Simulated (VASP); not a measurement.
# CoO (P3m1) in VASP: further runs

CoO is run at these levels: PBE; tasks: single point.

All numbers are computed with VASP 6.6.1; they aren't measurements. Logs are shortened: lines on timing, memory, paths and dates and some standing lists are left out, and cuts for length are marked.

## Step 1: The cell of the first run

The typed cell holds 4 atoms: a = 3.198 Å, b = 3.198 Å, c = 5.229 Å, α = 90.00°, β = 90.00°, γ = 120.00°.

## Step 2: Single point, PBE, collinear spin, antiferromagnetic start

INCAR reads:

```
SYSTEM = CoO
ALGO     = Normal         ! electronic algorithm
EDIFF    = 1E-6           ! SCF threshold, eV
ENCUT    = 520            ! plane-wave cutoff, eV
GGA      = PE             ! functional
ISIF     = 2              ! what is computed and relaxed
ISMEAR   = 0              ! smearing method
ISPIN    = 2              ! spin polarisation
LASPH    = .True.         ! aspherical terms in the spheres
LCHARG   = .False.        ! write CHGCAR
LMAXMIX  = 4              ! l up to which the mixer works
LORBIT   = 11             ! projections on sites
LREAL    = .False.        ! projectors in reciprocal space
LWAVE    = .False.        ! write WAVECAR
MAGMOM   = -2.35 2.35 0.17 -0.17 ! initial moments
NBANDS   = 27             ! bands
NELM     = 150            ! most SCF steps
PREC     = Accurate       ! precision mode
SIGMA    = 0.01           ! smearing width, eV
```

KPOINTS reads:

```
k-points
0
Gamma
  12 12 8
  0 0 0
```

POSCAR reads:

```
CoO
1.0
    3.1976457435      0.0000000000      0.0000000000
   -1.5988228718      2.7692424462      0.0000000000
    0.0000000000      0.0000000000      5.2287097100
Co O
2 2
Direct
    0.0000000000      0.0000000000      0.0034741400
    0.3333333333      0.6666666667      0.5033624100
    0.0000000000      0.0000000000      0.3716088500
    0.3333333333      0.6666666667      0.8715556000
```

Potentials or basis: VASP PAW PBE potentials, release 64 (Co, O).

Command:

```
$ cat potpaw_PBE.64/Co/POTCAR potpaw_PBE.64/O/POTCAR > POTCAR
$ mpirun -np 1 vasp_std > vasp.out
```

OUTCAR:

```text
SYSTEM = CoO
   EDIFF = 1E-6
   ENCUT = 520
   GGA = PE
   ISIF = 2
   ISMEAR = 0
   ISPIN = 2
   LASPH = .True.
   LORBIT = 11
   LREAL = .False.
   NELM = 150
   PREC = Accurate

 ion  position               nearest neighbor table
   1  0.000  0.000  0.003-   3 1.92   4 1.97   4 1.97   4 1.97
   2  0.333  0.667  0.503-   4 1.93   3 1.97   3 1.97   3 1.97
   3  0.000  0.000  0.372-   1 1.92   2 1.97   2 1.97   2 1.97
   4  0.333  0.667  0.872-   2 1.93   1 1.97   1 1.97   1 1.97

  LATTYP: Found a hexagonal cell.
 ALAT       =     3.1976457435
 C/A-ratio  =     1.6351747909

  Lattice vectors:

 A1 = (   3.1976457435,   0.0000000000,   0.0000000000)
 A2 = (  -1.5988228718,   2.7692424462,   0.0000000000)
 A3 = (   0.0000000000,   0.0000000000,   5.2287097100)

Analysis of symmetry for initial positions (statically):
=====================================================================
 Subroutine PRICEL returns:
 Original cell was already a primitive cell.

 Routine SETGRP: Setting up the symmetry group for a
 hexagonal supercell.

 Subroutine GETGRP returns: Found  6 space group operations
 (whereof  6 operations were pure point group operations)
 out of a pool of 24 trial point group operations.

The static configuration has the point symmetry C_3v.

Analysis of symmetry for dynamics (positions and initial velocities):
=====================================================================
 Subroutine PRICEL returns:
 Original cell was already a primitive cell.

 Routine SETGRP: Setting up the symmetry group for a
 hexagonal supercell.

 Subroutine GETGRP returns: Found  6 space group operations
 (whereof  6 operations were pure point group operations)
 out of a pool of 24 trial point group operations.

The dynamic configuration has the point symmetry C_3v.

Analysis of structural, dynamic, and magnetic symmetry:
=====================================================================
 Subroutine PRICEL returns:
 Original cell was already a primitive cell.

 Routine SETGRP: Setting up the symmetry group for a
 hexagonal supercell.

 Subroutine GETGRP returns: Found  6 space group operations
 (whereof  6 operations were pure point group operations)
 out of a pool of 24 trial point group operations.

The overall configuration has the point symmetry C_3v.

 Subroutine INISYM returns: Found  6 space group operations
 (whereof  6 operations are pure point group operations),
 and found     1 'primitive' translations

----------------------------------------------------------------------------------------

                                     Primitive cell

  volume of cell :      46.3005

  direct lattice vectors                    reciprocal lattice vectors
     3.197645743  0.000000000  0.000000000     0.312730077  0.180554794  0.000000000
    -1.598822872  2.769242446  0.000000000     0.000000000  0.361109588  0.000000000
     0.000000000  0.000000000  5.228709710     0.000000000  0.000000000  0.191251773

  length of vectors
     3.197645743  3.197645744  5.228709710     0.361109588  0.361109588  0.191251773

  position of ions in fractional coordinates (direct lattice)
     0.000000000  0.000000000  0.003474140
     0.333333333  0.666666667  0.503362410
     0.000000000  0.000000000  0.371608850
     0.333333333  0.666666667  0.871555600

  ion indices of the primitive-cell ions
   primitive index   ion index
                 1           1
                 2           2
                 3           3
                 4           4

----------------------------------------------------------------------------------------

 KPOINTS: k-points

Automatic generation of k-mesh.
 Grid dimensions read from file:
 generate k-points for:   12   12    8

 Generating k-lattice:

  Cartesian coordinates                     Fractional coordinates (reciprocal lattice)
     0.026060840  0.015046233  0.000000000     0.083333333 -0.000000000  0.000000000
     0.000000000  0.030092466  0.000000000     0.000000000  0.083333333  0.000000000
     0.000000000  0.000000000  0.023906472     0.000000000  0.000000000  0.125000000

  Length of vectors
     0.030092466  0.030092466  0.023906472

  Shift w.r.t. Gamma in fractional coordinates (k-lattice)
     0.000000000  0.000000000  0.000000000

 Subroutine IBZKPT returns following result:
 ===========================================

 Found    131 irreducible k-points:

 Following reciprocal coordinates:
            Coordinates               Weight
  0.000000  0.000000  0.000000      1.000000
  0.083333  0.000000  0.000000      6.000000
  0.166667  0.000000  0.000000      6.000000
  0.250000  0.000000  0.000000      6.000000
  0.333333  0.000000  0.000000      6.000000
  0.416667  0.000000  0.000000      6.000000
[... 16 lines left out ...]
  0.166667  0.000000  0.125000      6.000000
  0.000000  0.166667  0.125000      6.000000
 [... further k-points ...]
   k-points           NKPTS =    131   k-points in BZ     NKDIM =    131   number of bands    NBANDS=     27
   number of dos      NEDOS =    301   number of ions     NIONS =      4
   total plane-waves  NPLWV =  23040
   dimension x,y,z NGX =    24 NGY =   24 NGZ =   40
   dimension x,y,z NGXF=    48 NGYF=   48 NGZF=   80
   ions per type =               2   2
   NGX,Y,Z   is equivalent  to a cutoff of  12.48, 12.48, 12.72 a.u.
   NGXF,Y,Z  is equivalent  to a cutoff of  24.96, 24.96, 25.44 a.u.
 SYSTEM =  CoO
   PREC   = accura    normal or accurate (medium, high low for compatibility)
   ISTART =      0    job   : 0-new  1-cont  2-samecut
   ICHARG =      2    charge: 1-file 2-atom 10-const
   ISPIN  =      2    spin polarized calculation?
   LNONCOLLINEAR =      F non collinear calculations
   LSORBIT =      F    spin-orbit coupling
   LASPH  =      T    aspherical Exc in radial PAW
   ENCUT  =  520.0 eV  38.22 Ry    6.18 a.u.   5.95  5.95  9.72*2*pi/ulx,y,z
   NELM   =    150;   NELMIN=  2; NELMDL= -5     # of ELM steps
   EDIFF  = 0.1E-05   stopping-criterion for ELM
   LREAL  =      F    real-space projection
   EDIFFG = 0.1E-04   stopping-criterion for IOM
   NSW    =      0    number of steps for IOM
   IBRION =     -1    ionic relax: 0-MD 1-quasi-New 2-CG
   NFREE  =      0    steps in history (QN), initial steepest desc. (CG)
   ISIF   =      2    stress and relaxation
   ISYM   =      2    0-nonsym 1-usesym 2-fastsym
   POTIM  = 0.5000    time-step for ionic-motion
   TEBEG  =    0.0;   TEEND  =   0.0 temperature during run
   PSTRESS=    0.0 pullay stress
   NELECT =      30.0000    total number of electrons
   NUPDOWN=      -1.0000    fix difference up-down
   EMIN   =  10.00;   EMAX   =-10.00  energy-range for DOS
   EFERMI =   0.00;   METHOD = LEGACY
   ISMEAR =     0;   SIGMA  =   0.01  broadening in eV -4-tet -1-fermi 0-gaus
   EFERMI_NEDOS =   21; number of points for ismear=-14 and -15
   IALGO  =     38    algorithm
   IMIX   =      4    mixing-type and parameters
     AMIX     =   0.40;   BMIX     =  1.00
     AMIX_MAG =   1.60;   BMIX_MAG =  1.00
  volume/ion in A,a.u.               =      11.58        78.11
  Fermi-wavevector in a.u.,A,eV,Ry     =   1.416620  2.677023 27.304329  2.006812
  Thomas-Fermi vector in A             =   2.537935
   LORBIT       =     11    0 simple, 1 ext, 2 COOP (PROOUT), +10 PAW based schemes
   GGA     = PE    functional components
   LHFCALC =     F    Hartree Fock is set to
   AEXX    =    0.0000 exact exchange contribution
   IVDW    =     0    specifies the selected vdW correction
   LEPSILON=     F    determine dielectric tensor
   LRPA    =     F    only Hartree local field effects (RPA)
 spin polarized calculation
 Gauss-broadening in eV      SIGMA  =   0.01
  energy-cutoff  :      520.00
  volume of cell :       46.30
 maximum number of plane-waves:      1272
   NGX = 11   NGY = 11   NGZ = 19

 number of electron      30.0000008 magnetization       0.1110294

 number of electron      30.0000008 magnetization      -0.0001815

 Free energy of the ion-electron system (eV)
  ---------------------------------------------------
  ext. energy  EPLUGINS =         0.00000000
  ---------------------------------------------------
  free energy    TOTEN  =       -26.77967823 eV

  energy without entropy =      -26.77967823  energy(sigma->0) =      -26.77967823

 E-fermi :   6.1980     XC(G=0): -11.1033

 val. band max:        6.1152062662   @ k =   0.3333   0.3333   0.0000
 cond. band min:       6.2439924927   @ k =   0.5000   0.0000   0.0000
 fundamental gap:      0.1287862264
 Fermi energy:         6.1979888861

 spin component 1

 k-point     1 :       0.0000    0.0000    0.0000
  band No.  band energies     occupation
      1     -13.7776      1.00000
      2     -13.0800      1.00000
      3      -0.8015      1.00000
      4       0.2312      1.00000
      5       0.2312      1.00000
      6       0.3122      1.00000
[... 19 lines left out ...]
     26      21.0998      0.00000
     27      22.6770      0.00000
[... 661 lines left out ...]
 k-point    24 :       0.0000    0.1667    0.1250
  band No.  band energies     occupation
      1     -13.6265      1.00000
      2     -13.0369      1.00000
      3      -0.5758      1.00000
      4      -0.0741      1.00000
      5       0.3194      1.00000
      6       0.3673      1.00000
[... 19 lines left out ...]
     26      21.1703      0.00000
     27      21.8171      0.00000

 [... further k-points ...]

 spin component 2

 k-point     1 :       0.0000    0.0000    0.0000
  band No.  band energies     occupation
      1     -13.7765      1.00000
      2     -13.0814      1.00000
      3      -0.8012      1.00000
      4       0.2347      1.00000
      5       0.2347      1.00000
      6       0.3112      1.00000
[... 19 lines left out ...]
     26      21.0993      0.00000
     27      22.6770      0.00000
[... 661 lines left out ...]
 k-point    24 :       0.0000    0.1667    0.1250
  band No.  band energies     occupation
      1     -13.6251      1.00000
      2     -13.0386      1.00000
      3      -0.5622      1.00000
      4      -0.1127      1.00000
      5       0.3227      1.00000
      6       0.4033      1.00000
[... 19 lines left out ...]
     26      21.2319      0.00000
     27      21.8633      0.00000

 [... further k-points ...]
[... 5 lines left out ...]
  --------------------------------------------------------------------------------------
  -------------------------------------------------------------------------------------
  Total       -0.2018059     -0.2018059     -0.0183246      0.0000000     -0.0000000      0.0000000
  in kB       -6.9832670     -6.9832670     -0.6341019      0.0000000     -0.0000000      0.0000000
  external PRESSURE =      -4.8668786 kB  Pullay stress =       0.0000000 kB

 VOLUME and BASIS-vectors are now :
 -----------------------------------------------------------------------------
  energy-cutoff  :      520.00
  volume of cell :       46.30
      direct lattice vectors                 reciprocal lattice vectors
     3.197645743  0.000000000  0.000000000     0.312730077  0.180554794  0.000000000
    -1.598822872  2.769242446  0.000000000     0.000000000  0.361109588  0.000000000
     0.000000000  0.000000000  5.228709710     0.000000000  0.000000000  0.191251773

 POSITION                                       TOTAL-FORCE (eV/Angst)
 -----------------------------------------------------------------------------------
      0.00000      0.00000      0.01817        -0.000000     -0.000000      0.189093
     -0.00000      1.84616      2.63194        -0.000000     -0.000000      0.196065
      0.00000      0.00000      1.94303        -0.000000     -0.000000     -0.193442
     -0.00000      1.84616      4.55711         0.000000      0.000000     -0.191716
 -----------------------------------------------------------------------------------
    total drift:                               -0.000000     -0.000001     -0.001225

  FREE ENERGIE OF THE ION-ELECTRON SYSTEM (eV)
  ---------------------------------------------------
  free  energy   TOTEN  =       -26.7796782268 eV

  energy  without entropy=      -26.7796782268  energy(sigma->0) =      -26.77967823

 total charge

# of ion       s       p       d       tot
------------------------------------------
    1        0.345   0.430   7.215   7.989
    2        0.345   0.430   7.214   7.989
    3        1.552   3.439   0.000   4.991
    4        1.552   3.439   0.000   4.991
--------------------------------------------------
tot          3.793   7.739  14.429  25.961

 magnetization (x)

# of ion       s       p       d       tot
------------------------------------------
    1       -0.009  -0.044  -2.251  -2.304
    2        0.009   0.044   2.251   2.304
    3        0.011   0.142   0.000   0.153
    4       -0.011  -0.142   0.000  -0.154
--------------------------------------------------
tot          0.000  -0.000   0.000   0.000
```

It took 6.5 min on 1 thread of Oxide Virtual Turin-like, shared host; peak memory 0.31 GiB.

What came out:

```
Free energy                                           : -26.7797 eV
Pressure                                              : -0.5 GPa
Largest force                                         : 0.196 eV/Å
Band gap on the k mesh                                : 0.13 eV (least direct gap 0.22 eV)
Net moment                                            : 0.00 μB per cell
Site moments                                          : Co -2.30, +2.30; O +0.15, -0.15 μB
Valence electrons inside the program's atomic spheres : Co 7.99; O 4.99
```

Forces on the atoms (eV/Å):
```
Co   0.000  0.000  0.189
Co   0.000  0.000  0.196
O    0.000  0.000 -0.193
O    0.000  0.000 -0.192
```

Caveat: semilocal functionals underestimate gaps, and a narrow one can read as zero. A k mesh can miss the band edges.

## Step 3: Single point, PBE, collinear spin, antiferromagnetic start

INCAR reads:

```
ALGO = Normal
EDIFF = 1E-7
ENCUT = 520
GGA = PE
ISIF = 2
ISMEAR = 0
ISPIN = 2
LASPH = T
LCHARG = F
LMAXMIX = 4
LORBIT = 11
LREAL = F
LWAVE = F
MAGMOM = -2.35 2.35 0.17 -0.17
NBANDS = 27
NELM = 150
PREC = Accurate
SIGMA = 0.01
```

KPOINTS reads:

```
k-points
0
Gamma
  12 12 8
```

POSCAR is that of step 2.

Potentials or basis: VASP PAW PBE potentials, release 64 (Co, O).

Command:

```
$ cat potpaw_PBE.64/Co/POTCAR potpaw_PBE.64/O/POTCAR > POTCAR
$ mpirun -np 1 vasp_std > vasp.out
```

Run time: 7.7 min. Hardware: 1 thread of Oxide Virtual Turin-like, shared host; peak memory 0.32 GiB.

The run converged. Its results:

```yaml
Free_energy: -26.7797 eV
Pressure: -0.4 GPa
Largest_force: 0.196 eV/Å
Band_gap_on_the_k_mesh: 0.13 eV (least direct gap 0.22 eV)
Net_moment: 0.00 μB per cell
Site_moments: Co -2.30, +2.30; O +0.15, -0.15 μB
Valence_electrons_inside_the_program's_atomic_spheres: Co 7.99; O 4.99
```

Forces in eV/Å, atoms in the order of the input:
```
Co   0.000  0.000  0.189
Co   0.000  0.000  0.196
O    0.000  0.000 -0.193
O    0.000  0.000 -0.192
```

Stress tensor (GPa, compression positive):
```
-0.63  0.00  0.00
 0.00 -0.63  0.00
 0.00  0.00  0.00
```

Levels at points of the mesh, in eV from the valence-band top:
Spin up:
```tsv
k point	band 13	band 14	band 15	band 16	band 17	band 18
(0.00, 0.00, 0.00)	-1.03	-0.07	-0.07	0.27	1.67	2.14
(0.50, 0.00, 0.00)	-1.42	-0.36	-0.11	0.13	0.86	1.39
(0.00, 0.00, 0.50)	-1.00	-0.03	-0.03	1.01	2.01	2.01
(0.50, 0.00, 0.50)	-1.31	-0.42	-0.31	0.27	1.00	1.29
```
Spin down:
| k point | band 11 | band 12 | band 13 | band 14 | band 15 | band 16 | band 17 | band 18 | band 19 | band 20 |
| --- | --- | --- | --- | --- | --- | --- | --- | --- | --- | --- |
| (0.00, 0.00, 0.00) | -1.70 | -1.03 | -1.03 | -0.07 | -0.07 | 0.27 | 1.67 | 2.14 | 2.14 | 5.60 |
| (0.50, 0.00, 0.00) | -1.95 | -1.81 | -1.41 | -0.36 | -0.11 | 0.13 | 0.86 | 1.39 | 5.83 | 6.19 |
| (0.00, 0.00, 0.50) | -1.34 | -1.00 | -1.00 | -0.03 | -0.03 | 1.01 | 2.01 | 2.01 | 2.66 | 3.16 |
| (0.50, 0.00, 0.50) | -1.87 | -1.46 | -1.31 | -0.42 | -0.31 | 0.27 | 1.00 | 1.29 | 5.46 | 5.93 |

Caveat: semilocal functionals underestimate gaps, and a narrow one can read as zero. A k mesh can miss the band edges.
